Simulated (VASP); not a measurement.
# In16Se15 (a cell with a defect) in VASP: single point with PBE+D3(BJ)

Aim: the single point of In16Se15 (a cell with a defect) with PBE+D3(BJ).

Everything below comes from runs of VASP 6.6.1. Logs are shortened: lines on timing, memory, paths and dates and some standing lists are left out, and cuts for length are marked.

## 1. The cell of the first run

The cell holds a defect, 31 atoms: a = 8.064 Å, b = 8.064 Å, c = 16.762 Å, α = 90.00°, β = 90.00°, γ = 120.00°.

## 2. Single point, PBE+D3(BJ) (atoms taken out, then relaxed in part)

The input, INCAR:

```
SYSTEM = In16Se15
PREC = Accurate ; ENCUT = 520
EDIFF = 1E-7 ; ISMEAR = 0
SIGMA = 0.02 ; LREAL = Auto
LASPH = .True. ; NELM = 60
ALGO = Normal ; ISIF = 2
LWAVE = .False. ; LCHARG = .True.
GGA = PE ; IVDW = 12
LVHAR = .True. ; NBANDS = 170
KPAR = 4
```

The input, KPOINTS:

```
Automatic mesh
0
Gamma
  3 3 2
  0 0 0.5
```

The input, POSCAR:

```
In16Se15
1.0
    4.0317714843      6.9832330552      0.0000000000
    4.0317714842     -6.9832330553      0.0000000000
    0.0000000000      0.0000000000    -16.7623716915
In Se
16 15
Direct
    0.1666666667      0.3333333333      0.8332955340
    0.1672602279      0.8336301140      0.8308946012
    0.6663698860      0.3327397721      0.8308946012
    0.6663698860      0.8336301140      0.8308946012
    0.3152765982      0.6305531963      0.3382399714
    0.3152765982      0.1847234018      0.3382399714
    0.8333333333      0.6666666667      0.3373549964
    0.8694468037      0.1847234018      0.3382399714
    0.1666666667      0.3333333333      0.6665436507
    0.1667957735      0.8333978868      0.6637655702
    0.6666021132      0.3332042265      0.6637655702
    0.6666021132      0.8333978868      0.6637655702
    0.3299497862      0.6598995725      0.1685289165
    0.3299497862      0.1700502138      0.1685289165
    0.8333333333      0.6666666667      0.1707728272
    0.8401004275      0.1700502138      0.1685289165
    0.1713610106      0.8356805053      0.4092131897
    0.6643194947      0.3286389894      0.4092131897
    0.6643194947      0.8356805053      0.4092131897
    0.3342063661      0.6684127323      0.9086263343
    0.3342063661      0.1657936339      0.9086263343
    0.8333333333      0.6666666667      0.9074384632
    0.8315872677      0.1657936339      0.9086263343
    0.1666666667      0.3333333333      0.0860482801
    0.1666624748      0.8333312374      0.0937409462
    0.6666687626      0.3333375252      0.0937409462
    0.6666687626      0.8333312374      0.0937409462
    0.3319992379      0.6639984757      0.5873161108
    0.3319992379      0.1680007621      0.5873161108
    0.8333333333      0.6666666667      0.5874404609
    0.8360015243      0.1680007621      0.5873161108
```

Potentials or basis: VASP PAW PBE potentials, release 64 (In_d, Se).

Command:

```bash
$ cat potpaw_PBE.64/In_d/POTCAR potpaw_PBE.64/Se/POTCAR > POTCAR
$ mpirun -np 4 vasp_std > vasp.out
```

OUTCAR:

```text
SYSTEM = In16Se15
   PREC = Accurate
   ENCUT = 520
   EDIFF = 1E-7
   ISMEAR = 0
   LREAL = Auto
   LASPH = .True.
   NELM = 60
   ISIF = 2
   GGA = PE
   IVDW = 12
 IVDW          = 12

 ion  position               nearest neighbor table
   1  0.167  0.333  0.833-  21 2.66  23 2.66  20 2.66   9 2.80
   2  0.167  0.834  0.831-  21 2.66  20 2.66  22 2.66  10 2.80   3 4.02   4 4.02
   3  0.666  0.333  0.831-  21 2.66  23 2.66  22 2.66  11 2.80   2 4.02   4 4.02
   4  0.666  0.834  0.831-  20 2.66  23 2.66  22 2.66  12 2.80   2 4.02   3 4.02
   5  0.315  0.631  0.338-  19 2.72  17 2.72  13 2.85   8 3.59   6 3.59
   6  0.315  0.185  0.338-  18 2.72  17 2.72  14 2.85   8 3.59   5 3.59
   7  0.833  0.667  0.337-  19 2.65  17 2.65  18 2.65  15 2.79
   8  0.869  0.185  0.338-  19 2.72  18 2.72  16 2.85   5 3.59   6 3.59
   9  0.167  0.333  0.667-  31 2.66  28 2.66  29 2.66   1 2.80
  10  0.167  0.833  0.664-  30 2.66  29 2.66  28 2.66   2 2.80
  11  0.667  0.333  0.664-  30 2.66  29 2.66  31 2.66   3 2.80
  12  0.667  0.833  0.664-  30 2.66  28 2.66  31 2.66   4 2.80
  13  0.330  0.660  0.169-  25 2.67  27 2.67  24 2.67   5 2.85  16 3.95  14 3.95
  14  0.330  0.170  0.169-  26 2.67  25 2.67  24 2.67   6 2.85  16 3.95  13 3.95
  15  0.833  0.667  0.171-  27 2.66  25 2.66  26 2.66   7 2.79
  16  0.840  0.170  0.169-  26 2.67  27 2.67  24 2.67   8 2.85  13 3.95  14 3.95
  17  0.171  0.836  0.409-   7 2.65   6 2.72   5 2.72
  18  0.664  0.329  0.409-   7 2.65   6 2.72   8 2.72
  19  0.664  0.836  0.409-   7 2.65   5 2.72   8 2.72
  20  0.334  0.668  0.909-   1 2.66   4 2.66   2 2.66
  21  0.334  0.166  0.909-   1 2.66   3 2.66   2 2.66
  22  0.833  0.667  0.907-   2 2.66   3 2.66   4 2.66
  23  0.832  0.166  0.909-   1 2.66   4 2.66   3 2.66
  24  0.167  0.333  0.086-  14 2.67  16 2.67  13 2.67
  25  0.167  0.833  0.094-  15 2.66  13 2.67  14 2.67
  26  0.667  0.333  0.094-  15 2.66  16 2.67  14 2.67
  27  0.667  0.833  0.094-  15 2.66  13 2.67  16 2.67
  28  0.332  0.664  0.587-   9 2.66  12 2.66  10 2.66
  29  0.332  0.168  0.587-   9 2.66  11 2.66  10 2.66
  30  0.833  0.667  0.587-  10 2.66  11 2.66  12 2.66
  31  0.836  0.168  0.587-   9 2.66  12 2.66  11 2.66

  LATTYP: Found a hexagonal cell.
 ALAT       =     8.0635429685
 C/A-ratio  =     2.0787849407

  Lattice vectors:

 A1 = (   4.0317714843,   6.9832330552,   0.0000000000)
 A2 = (   4.0317714842,  -6.9832330553,   0.0000000000)
 A3 = (   0.0000000000,   0.0000000000, -16.7623716915)

Analysis of symmetry for initial positions (statically):
=====================================================================
 Subroutine PRICEL returns:
 Original cell was already a primitive cell.

 Routine SETGRP: Setting up the symmetry group for a
 hexagonal supercell.

[... 166 lines left out ...]
   TEBEG  =    0.0;   TEEND  =   0.0 temperature during run
   PSTRESS=    0.0 pullay stress
   NELECT =     298.0000    total number of electrons
   NUPDOWN=      -1.0000    fix difference up-down
   EMIN   =  10.00;   EMAX   =-10.00  energy-range for DOS
   EFERMI =   0.00;   METHOD = LEGACY
   ISMEAR =     0;   SIGMA  =   0.02  broadening in eV -4-tet -1-fermi 0-gaus
   EFERMI_NEDOS =   21; number of points for ismear=-14 and -15
   IALGO  =     38    algorithm
   IMIX   =      4    mixing-type and parameters
     AMIX     =   0.40;   BMIX     =  1.00
     AMIX_MAG =   1.60;   BMIX_MAG =  1.00
  volume/ion in A,a.u.               =      30.45       205.47
  Fermi-wavevector in a.u.,A,eV,Ry     =   1.114742  2.106557 16.907270  1.242649
  Thomas-Fermi vector in A             =   2.251340
   LORBIT       =      0    0 simple, 1 ext, 2 COOP (PROOUT), +10 PAW based schemes
   GGA     = PE    functional components
   LHFCALC =     F    Hartree Fock is set to
   AEXX    =    0.0000 exact exchange contribution
   IVDW    =    12    specifies the selected vdW correction
   LEPSILON=     F    determine dielectric tensor
   LRPA    =     F    only Hartree local field effects (RPA)
 non-spin polarized calculation
 Gauss-broadening in eV      SIGMA  =   0.02
  energy-cutoff  :      520.00
  volume of cell :      943.88
 maximum number of plane-waves:     25437
 NGX is ok and might be reduce to    60
   NGX = 29   NGY = 29   NGZ = 63

 number of electron     297.9999987 magnetization

 Free energy of the ion-electron system (eV)
  ---------------------------------------------------
  ext. energy  EPLUGINS =         0.00000000
  ---------------------------------------------------
  free energy    TOTEN  =      -107.66627802 eV

  energy without entropy =     -107.66627802  energy(sigma->0) =     -107.66627802

 E-fermi :   3.7207     XC(G=0):  -8.7452

 val. band max:        3.6262210360   @ k =   0.0000   0.3333   0.2500
 cond. band min:       4.2463131367   @ k =   0.3333   0.3333   0.2500
 fundamental gap:      0.6200921008
 Fermi energy:         3.7207289361

 k-point     1 :       0.0000    0.0000    0.2500
  band No.  band energies     occupation
      1     -11.1138      2.00000
      2     -11.1131      2.00000
      3     -11.1131      2.00000
      4     -11.0125      2.00000
      5     -11.0109      2.00000
      6     -11.0109      2.00000
[... 645 lines left out ...]
    160       6.2972      0.00000
    161       6.3359      0.00000
 [bands above 161 left out]

------------------------ aborting loop because EDIFF is reached ----------------------------------------

 Edisp (eV)   -8.90258

 E8    (eV) :    -4.0907

  FORCE on cell =-STRESS in cart. coord.  units (eV):
  Direction    XX          YY          ZZ          XY          YZ          ZX
  --------------------------------------------------------------------------------------
  -------------------------------------------------------------------------------------
  Total      -4.29246    -4.29246    -1.91361     0.00000     0.00000    -0.00000
  in kB      -7.28617    -7.28617    -3.24823     0.00000     0.00000    -0.00000
  external pressure =       -5.94 kB  Pullay stress =        0.00 kB

 VOLUME and BASIS-vectors are now :
 -----------------------------------------------------------------------------
  energy-cutoff  :      520.00
  volume of cell :      943.88
      direct lattice vectors                 reciprocal lattice vectors
     4.031771484  6.983233055  0.000000000     0.124014965  0.071600073  0.000000000
     4.031771484 -6.983233055  0.000000000     0.124014965 -0.071600073  0.000000000
     0.000000000  0.000000000-16.762371692     0.000000000  0.000000000 -0.059657429

 POSITION                                       TOTAL-FORCE (eV/Angst)
 -----------------------------------------------------------------------------------
      2.01589     -1.16387    -13.96801        -0.000000      0.000000      0.002251
      4.03536     -4.65342    -13.92776         0.000014      0.000008      0.027826
      4.02818      2.32982    -13.92776        -0.000014      0.000008      0.027826
      6.04766     -1.16802    -13.92776        -0.000000     -0.000016      0.027826
      3.81337     -2.20165     -5.66970         0.016489     -0.009520     -0.006081
      2.01589      0.91168     -5.66970         0.000000      0.019040     -0.006081
[... 23 lines left out ...]
      6.04766      1.16387     -9.84690        -0.000000      0.000000      0.002601
      4.04791      4.66481     -9.84481         0.001603      0.000925      0.009230
 -----------------------------------------------------------------------------------
    total drift:                                0.000002      0.000003      0.170763

  FREE ENERGIE OF THE ION-ELECTRON SYSTEM (eV)
  ---------------------------------------------------
  free  energy   TOTEN  =      -116.5688616598 eV

  energy  without entropy=     -116.5688616598  energy(sigma->0) =     -116.56886166
```

OSZICAR:

```text
N       E                     dE             d eps       ncg     rms          rms(c)
DAV:   1     0.358054901656E+04    0.35805E+04   -0.12622E+05  1368   0.195E+03
DAV:   2     0.605478744070E+03   -0.29751E+04   -0.29323E+04  1360   0.539E+02
DAV:   3    -0.323735334521E+02   -0.63785E+03   -0.60879E+03  1514   0.243E+02
DAV:   4    -0.108278453650E+03   -0.75905E+02   -0.74751E+02  1664   0.753E+01
DAV:   5    -0.111138412342E+03   -0.28600E+01   -0.28232E+01  1584   0.144E+01    0.214E+01
DAV:   6    -0.107686078487E+03    0.34523E+01   -0.71144E+00  1792   0.175E+01    0.104E+01
DAV:   7    -0.107664687663E+03    0.21391E-01   -0.47465E+00  1944   0.717E+00    0.354E+00
DAV:   8    -0.107651095646E+03    0.13592E-01   -0.49020E-01  1912   0.412E+00    0.237E+00
DAV:   9    -0.107666443735E+03   -0.15348E-01   -0.10913E-01  1712   0.107E+00    0.723E-01
DAV:  10    -0.107664475629E+03    0.19681E-02   -0.18971E-02  1712   0.855E-01    0.357E-01
DAV:  11    -0.107666004307E+03   -0.15287E-02   -0.68509E-03  1776   0.318E-01    0.109E-01
DAV:  12    -0.107666188107E+03   -0.18380E-03   -0.64422E-04  1952   0.154E-01    0.884E-02
DAV:  13    -0.107666257876E+03   -0.69769E-04   -0.11761E-04  1928   0.469E-02    0.307E-02
DAV:  14    -0.107666273506E+03   -0.15630E-04   -0.31517E-05  1840   0.222E-02    0.871E-03
DAV:  15    -0.107666276760E+03   -0.32543E-05   -0.70597E-06  1600   0.194E-02    0.471E-03
DAV:  16    -0.107666277663E+03   -0.90313E-06   -0.13236E-06  1664   0.632E-03    0.270E-03
DAV:  17    -0.107666277954E+03   -0.29092E-06   -0.75277E-07  1184   0.295E-03    0.119E-03
DAV:  18    -0.107666278022E+03   -0.67466E-07   -0.74761E-08   864   0.186E-03
   1 F= -.11656886E+03 E0= -.11656886E+03  d E =-.891490E-12
```

stdout:

```text
POSCAR found type information on POSCAR InSe
 POSCAR found :  2 types and      31 ions
 scaLAPACK will be used
 LDA part: xc-table for (Slater+PW92), standard interpolation
 POSCAR, INCAR and KPOINTS ok, starting setup
 FFT: planning ... GRIDC
 FFT: planning ... GRID_SOFT
 FFT: planning ... GRID
 WAVECAR not read
 entering main loop
```

Run time: 5.4 min. Hardware: 4 MPI ranks of AMD EPYC 7R43 (Zen 3), shared host; peak memory 1 GiB.

Results:

| Property | Result |
| --- | --- |
| Free energy | -116.5689 eV |
| Pressure | -0.6 GPa |
| Largest force | 0.029 eV/Å |
| Band gap on the k mesh | 0.62 eV |
| Dispersion energy per atom | -0.287 eV |

Forces in eV/Å, atoms in the order of the input:
```
In   0.000  0.000  0.002
In   0.000  0.000  0.028
In   0.000  0.000  0.028
In   0.000  0.000  0.028
In   0.016 -0.010 -0.006
In   0.000  0.019 -0.006
In   0.000  0.000  0.029
In  -0.016 -0.010 -0.006
In   0.000  0.000 -0.026
In  -0.005 -0.003  0.014
In   0.005 -0.003  0.014
In   0.000  0.006  0.014
In   0.006 -0.004 -0.028
In   0.000  0.007 -0.028
In   0.000  0.000 -0.028
In  -0.006 -0.004 -0.028
Se   0.004  0.002 -0.009
Se  -0.004  0.002 -0.009
Se   0.000 -0.004 -0.009
Se  -0.009  0.005 -0.017
Se   0.000 -0.010 -0.017
Se   0.000  0.000 -0.024
Se   0.009  0.005 -0.017
Se   0.000  0.000  0.019
Se   0.004  0.002  0.017
Se  -0.004  0.002  0.017
Se   0.000 -0.004  0.017
Se  -0.002  0.001  0.009
Se   0.000 -0.002  0.009
Se   0.000  0.000  0.003
Se   0.002  0.001  0.009
```

Stress tensor (GPa, compression positive):
```
-0.73  0.00  0.00
 0.00 -0.73  0.00
 0.00  0.00 -0.32
```

Caveat: the cell differs from its parent crystal (atoms taken out, then relaxed in part); spin-orbit coupling is left out, which moves the levels of the heavy elements.
